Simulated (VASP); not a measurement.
# CsPbCl3 (a cell with a defect) in VASP: single point with PBEsol

Aim: the single point of CsPbCl3 (a cell with a defect) with PBEsol.

All numbers are computed with VASP 6.6.1; they aren't measurements. Logs are shortened: lines on timing, memory, paths and dates and some standing lists are left out, and cuts for length are marked.

## (1) The cell of the first run

The cell holds a defect, 40 atoms: a = 11.234 Å, b = 11.234 Å, c = 11.234 Å, α = 90.00°, β = 90.00°, γ = 90.00°.

## (2) Single point, PBEsol

INCAR reads:

```
PREC     = Accurate       # precision mode
ENCUT    = 400            # plane-wave cutoff, eV
EDIFF    = 1E-6           # SCF threshold, eV
ISMEAR   = -1             # smearing method
SIGMA    = 0.05           # smearing width, eV
LREAL    = Auto         
LASPH    = T              # aspherical terms in the spheres
NELM     = 120            # most SCF steps
ALGO     = Normal         # electronic algorithm
ISIF     = 2              # what is computed and relaxed
LWAVE    = F              # write WAVECAR
LCHARG   = F              # write CHGCAR
GGA      = PS             # functional
ISYM     = -1           
NBANDS   = 202            # bands
GGA_COMPAT= F
```

KPOINTS reads:

```
explicit points
1
Reciprocal
  0.25000000   0.25000000   0.25000000 1
```

POSCAR reads:

```
CsPbCl3
1.0
   11.2343380000      0.0000000000      0.0000000000
    0.0000000000     11.2343380000      0.0000000000
    0.0000000000      0.0000000000     11.2343380000
Cs Cl Pb
8 24 8
Direct
    0.9876370000      0.9795850000      0.9890380000
    0.9818240000      0.5309130000      0.0029920000
    0.9769730000      0.5619020000      0.5022610000
    0.5311950000      0.9974600000      0.0001530000
    0.5537960000      0.9746570000      0.5121570000
    0.5477720000      0.5563710000      0.0039340000
    0.4800190000      0.4552070000      0.5058090000
    0.0420940000      0.0429050000      0.4145310000
    0.8534630000      0.8685450000      0.5155550000
    0.3267690000      0.3217090000      0.9919320000
    0.2618270000      0.7071990000      0.9981320000
    0.2626080000      0.8237900000      0.4961460000
    0.7025310000      0.2710010000      0.0021530000
    0.8151570000      0.2690370000      0.4999460000
    0.7651840000      0.7651330000      0.0130730000
    0.6636250000      0.6659900000      0.5044050000
    0.0124620000      0.2690570000      0.1995180000
    0.0089210000      0.2591220000      0.8205950000
    0.0162360000      0.7610920000      0.2452690000
    0.0094040000      0.7368530000      0.7720050000
    0.5026790000      0.2332010000      0.2964270000
    0.5015100000      0.2312890000      0.7060590000
    0.5145550000      0.7914570000      0.2346120000
    0.5073860000      0.7763020000      0.7742250000
    0.2505740000      0.0130170000      0.1879710000
    0.2506740000      0.0053570000      0.8076930000
    0.2610670000      0.5047710000      0.2932590000
    0.2428880000      0.4961390000      0.6931360000
    0.7785790000      0.0183100000      0.2320180000
    0.7490010000      0.0112810000      0.7836810000
    0.7708610000      0.5167040000      0.2361530000
    0.7595230000      0.5094780000      0.7757280000
    0.2658760000      0.2655800000      0.2164490000
    0.2534810000      0.2557440000      0.7718060000
    0.2661270000      0.7619390000      0.2464640000
    0.2575890000      0.7585890000      0.7498730000
    0.7600080000      0.2657260000      0.2489160000
    0.7586980000      0.2581900000      0.7555820000
    0.7618080000      0.7663280000      0.2781110000
    0.7583840000      0.7604430000      0.7273070000
```

Potentials or basis: VASP PAW PBE potentials, release 64 (Cs_sv, Cl, Pb_d).

Run with:

```console
cat potpaw_PBE.64/Cs_sv/POTCAR potpaw_PBE.64/Cl/POTCAR potpaw_PBE.64/Pb_d/POTCAR > POTCAR
mpirun -np 1 vasp_std > vasp.out
```

OUTCAR:

```text
PREC = Accurate
   ENCUT = 400
   EDIFF = 1E-6
   ISMEAR = -1
   LREAL = Auto
   LASPH = T
   NELM = 120
   ISIF = 2
   GGA = PS
   ISYM = -1

 ion  position               nearest neighbor table
   1  0.988  0.980  0.989-
   2  0.982  0.531  0.003-
   3  0.977  0.562  0.502-
   4  0.531  0.997  0.000-
   5  0.554  0.975  0.512-
   6  0.548  0.556  0.004-
   7  0.480  0.455  0.506-
   8  0.042  0.043  0.415-
   9  0.853  0.869  0.516-  40 2.88  39 3.08
  10  0.327  0.322  0.992-  33 2.69  34 2.71
  11  0.262  0.707  0.998-  36 2.85  35 2.86
  12  0.263  0.824  0.496-  35 2.89  36 2.94
  13  0.703  0.271  0.002-  38 2.84  37 2.85
  14  0.815  0.269  0.500-  37 2.89  38 2.94
[... 16 lines left out ...]
  31  0.771  0.517  0.236-  37 2.83  39 2.85
  32  0.760  0.509  0.776-  38 2.83  40 2.87
  33  0.266  0.266  0.216-  10 2.69  27 2.82  21 2.83  17 2.85  25 2.86
  34  0.253  0.256  0.772-  10 2.71  18 2.80  26 2.84  28 2.84  22 2.90
  35  0.266  0.762  0.246-  19 2.81  23 2.81  11 2.86  12 2.89  25 2.90  27 2.94
  36  0.258  0.759  0.750-  20 2.81  24 2.83  26 2.85  11 2.85  12 2.94  28 3.02
  37  0.760  0.266  0.249-  29 2.79  31 2.83  13 2.85  14 2.89  17 2.89  21 2.96
  38  0.759  0.258  0.756-  30 2.79  32 2.83  13 2.84  18 2.90  14 2.94  22 2.96
  39  0.762  0.766  0.278-  23 2.83  31 2.85  19 2.88  29 2.88  15 2.98  16 2.99   9 3.08
  40  0.758  0.760  0.727-  32 2.87  24 2.87   9 2.88  20 2.88  30 2.89  16 2.92  15 3.21

IMPORTANT INFORMATION: All symmetrisations will be switched off!
NOSYMM: (Re-)initialisation of all symmetry stuff for point group C_1.

----------------------------------------------------------------------------------------

                                     Primitive cell

  volume of cell :    1417.8897

  direct lattice vectors                    reciprocal lattice vectors
    11.234338000  0.000000000  0.000000000     0.089012811  0.000000000  0.000000000
     0.000000000 11.234338000  0.000000000     0.000000000  0.089012811  0.000000000
     0.000000000  0.000000000 11.234338000     0.000000000  0.000000000  0.089012811

  length of vectors
    11.234338000 11.234338000 11.234338000     0.089012811  0.089012811  0.089012811

  position of ions in fractional coordinates (direct lattice)
     0.987637000  0.979585000  0.989038000
     0.981824000  0.530913000  0.002992000
     0.976973000  0.561902000  0.502261000
     0.531195000  0.997460000  0.000153000
     0.553796000  0.974657000  0.512157000
     0.547772000  0.556371000  0.003934000
[... 32 lines left out ...]
     0.761808000  0.766328000  0.278111000
     0.758384000  0.760443000  0.727307000

  ion indices of the primitive-cell ions
   primitive index   ion index
                 1           1
                 2           2
                 3           3
                 4           4
                 5           5
                 6           6
[... 32 lines left out ...]
                39          39
                40          40

----------------------------------------------------------------------------------------

 KPOINTS: explicit points

Read explicit list of k-points.

 Found      1 k-points:

 Following reciprocal coordinates:
            Coordinates               Weight
  0.250000  0.250000  0.250000      1.000000
   k-points           NKPTS =      1   k-points in BZ     NKDIM =      1   number of bands    NBANDS=    202
   number of dos      NEDOS =    301   number of ions     NIONS =     40
   total plane-waves  NPLWV = 512000
   dimension x,y,z NGX =    80 NGY =   80 NGZ =   80
   dimension x,y,z NGXF=   160 NGYF=  160 NGZF=  160
   ions per type =               8  24   8
   NGX,Y,Z   is equivalent  to a cutoff of  11.84, 11.84, 11.84 a.u.
   NGXF,Y,Z  is equivalent  to a cutoff of  23.68, 23.68, 23.68 a.u.
 SYSTEM =  unknown system
   PREC   = accura    normal or accurate (medium, high low for compatibility)
   ISTART =      0    job   : 0-new  1-cont  2-samecut
   ICHARG =      2    charge: 1-file 2-atom 10-const
   ISPIN  =      1    spin polarized calculation?
   LNONCOLLINEAR =      F non collinear calculations
   LSORBIT =      F    spin-orbit coupling
   LASPH  =      T    aspherical Exc in radial PAW
   ENCUT  =  400.0 eV  29.40 Ry    5.42 a.u.  18.32 18.32 18.32*2*pi/ulx,y,z
   NELM   =    120;   NELMIN=  2; NELMDL= -5     # of ELM steps
   EDIFF  = 0.1E-05   stopping-criterion for ELM
   LREAL  =      T    real-space projection
   EDIFFG = 0.1E-04   stopping-criterion for IOM
   NSW    =      0    number of steps for IOM
   IBRION =     -1    ionic relax: 0-MD 1-quasi-New 2-CG
   NFREE  =      0    steps in history (QN), initial steepest desc. (CG)
   ISIF   =      2    stress and relaxation
   ISYM   =     -1    0-nonsym 1-usesym 2-fastsym
   POTIM  = 0.5000    time-step for ionic-motion
   TEBEG  =    0.0;   TEEND  =   0.0 temperature during run
   PSTRESS=    0.0 pullay stress
   NELECT =     352.0000    total number of electrons
   NUPDOWN=      -1.0000    fix difference up-down
   EMIN   =  10.00;   EMAX   =-10.00  energy-range for DOS
   EFERMI =   0.00;   METHOD = LEGACY
   ISMEAR =    -1;   SIGMA  =   0.05  broadening in eV -4-tet -1-fermi 0-gaus
   EFERMI_NEDOS =   21; number of points for ismear=-14 and -15
   IALGO  =     38    algorithm
   IMIX   =      4    mixing-type and parameters
     AMIX     =   0.40;   BMIX     =  1.00
     AMIX_MAG =   1.60;   BMIX_MAG =  1.00
  volume/ion in A,a.u.               =      35.45       239.21
  Fermi-wavevector in a.u.,A,eV,Ry     =   1.028904  1.944347 14.403721  1.058644
  Thomas-Fermi vector in A             =   2.162924
   LORBIT       =      0    0 simple, 1 ext, 2 COOP (PROOUT), +10 PAW based schemes
   GGA     = PS    functional components
   LHFCALC =     F    Hartree Fock is set to
   AEXX    =    0.0000 exact exchange contribution
   IVDW    =     0    specifies the selected vdW correction
   LEPSILON=     F    determine dielectric tensor
   LRPA    =     F    only Hartree local field effects (RPA)
 non-spin polarized calculation
  energy-cutoff  :      400.00
  volume of cell :     1417.89
 maximum number of plane-waves:     25731
 NGX is ok and might be reduce to    80
   NGX = 37   NGY = 37   NGZ = 37

 number of electron     351.9999982 magnetization

 Free energy of the ion-electron system (eV)
  ---------------------------------------------------
  ext. energy  EPLUGINS =         0.00000000
  ---------------------------------------------------
  free energy    TOTEN  =      -146.25708018 eV

  energy without entropy =     -146.25708018  energy(sigma->0) =     -146.25708018

 E-fermi :   1.6795     XC(G=0):  -7.9433

 val. band max:        0.3997502912   @ k =   0.2500   0.2500   0.2500
 cond. band min:       3.1547165780   @ k =   0.2500   0.2500   0.2500
 fundamental gap:      2.7549662869
 Fermi energy:         1.6795239452

 k-point     1 :       0.2500    0.2500    0.2500
  band No.  band energies     occupation
      1     -19.5988      2.00000
      2     -19.5311      2.00000
      3     -19.4810      2.00000
      4     -19.3061      2.00000
      5     -19.2647      2.00000
      6     -19.2218      2.00000
[... 180 lines left out ...]
    187       4.5599      0.00000
    188       4.5752      0.00000
 [bands above 188 left out]

------------------------ aborting loop because EDIFF is reached ----------------------------------------

  FORCE on cell =-STRESS in cart. coord.  units (eV):
  Direction    XX          YY          ZZ          XY          YZ          ZX
  --------------------------------------------------------------------------------------
  -------------------------------------------------------------------------------------
  Total       -2.7384260     -2.3803652     -6.1410691      0.7211156     -0.9220364     -1.0853735
  in kB       -3.0943479     -2.6897488     -6.9392432      0.8148413     -1.0418764     -1.2264429
  external PRESSURE =      -4.2411133 kB  Pullay stress =       0.0000000 kB

 VOLUME and BASIS-vectors are now :
 -----------------------------------------------------------------------------
  energy-cutoff  :      400.00
  volume of cell :     1417.89
      direct lattice vectors                 reciprocal lattice vectors
    11.234338000  0.000000000  0.000000000     0.089012811  0.000000000  0.000000000
     0.000000000 11.234338000  0.000000000     0.000000000  0.089012811  0.000000000
     0.000000000  0.000000000 11.234338000     0.000000000  0.000000000  0.089012811

 POSITION                                       TOTAL-FORCE (eV/Angst)
 -----------------------------------------------------------------------------------
     11.09545     11.00499     11.11119         0.010609      0.004970      0.003295
     11.03014      5.96446      0.03361         0.009644      0.010252      0.004470
     10.97564      6.31260      5.64257        -0.013442     -0.011104      0.004321
      5.96762     11.20580      0.00172        -0.003188      0.003066      0.012804
      6.22153     10.94963      5.75374        -0.005452     -0.004913     -0.011519
      6.15386      6.25046      0.04420        -0.010796     -0.005963      0.007123
[... 32 lines left out ...]
      8.55841      8.60919      3.12439         0.013993      0.019308     -0.010617
      8.51994      8.54307      8.17081         0.016775      0.029176     -0.010344
 -----------------------------------------------------------------------------------
    total drift:                                0.002050      0.000522     -0.001033

  FREE ENERGIE OF THE ION-ELECTRON SYSTEM (eV)
  ---------------------------------------------------
  free  energy   TOTEN  =      -146.2570801809 eV

  energy  without entropy=     -146.2570801809  energy(sigma->0) =     -146.25708018
```

It took 6.9 min on 1 thread of Intel Xeon Platinum 8375C at 2.90GHz (Ice Lake), shared host; peak memory 0.98 GiB.

Results:

| Quantity | Value |
| --- | --- |
| Free energy | -146.2571 eV |
| Pressure | -0.4 GPa |
| Largest force | 0.035 eV/Å |
| Band gap on the k mesh | 2.75 eV |

Forces on the atoms (eV/Å):
```
Cs   0.011  0.005  0.003
Cs   0.010  0.010  0.004
Cs  -0.013 -0.011  0.004
Cs  -0.003  0.003  0.013
Cs  -0.005 -0.005 -0.012
Cs  -0.011 -0.006  0.007
Cs  -0.009 -0.008 -0.009
Cs   0.010  0.023  0.008
Cl  -0.004 -0.007  0.017
Cl   0.004  0.002 -0.010
Cl  -0.004 -0.012 -0.001
Cl   0.007  0.004  0.004
Cl   0.003  0.002 -0.009
Cl   0.007  0.003  0.007
Cl   0.004  0.003  0.002
Cl   0.003  0.013  0.004
Cl   0.002 -0.012  0.012
Cl  -0.014  0.003 -0.002
Cl  -0.004 -0.015 -0.011
Cl  -0.007  0.003  0.000
Cl   0.007 -0.003 -0.004
Cl  -0.003 -0.010  0.009
Cl   0.003 -0.001 -0.004
Cl  -0.002  0.001  0.003
Cl   0.000  0.003 -0.006
Cl  -0.001  0.001  0.001
Cl  -0.002 -0.004  0.002
Cl  -0.006  0.005  0.005
Cl  -0.009  0.000  0.000
Cl  -0.004 -0.013 -0.006
Cl  -0.007 -0.006  0.000
Cl   0.009 -0.013 -0.013
Pb   0.002  0.001  0.005
Pb   0.002 -0.008 -0.007
Pb  -0.015 -0.002  0.013
Pb  -0.001  0.003 -0.011
Pb  -0.007 -0.007 -0.006
Pb   0.018  0.006  0.009
Pb   0.014  0.019 -0.011
Pb   0.017  0.029 -0.010
```

Levels at points of the mesh, in eV from the valence-band top:
```tsv
k point	band 174	band 175	band 176	band 177	band 178	band 179
(0.25, 0.25, 0.25)	-0.36	-0.25	0.00	2.75	3.30	3.42
```

Caveat: the PAW data sets were made with another functional, which shifts forces and pressure a little; spin-orbit coupling is left out, which moves the levels of the heavy elements.
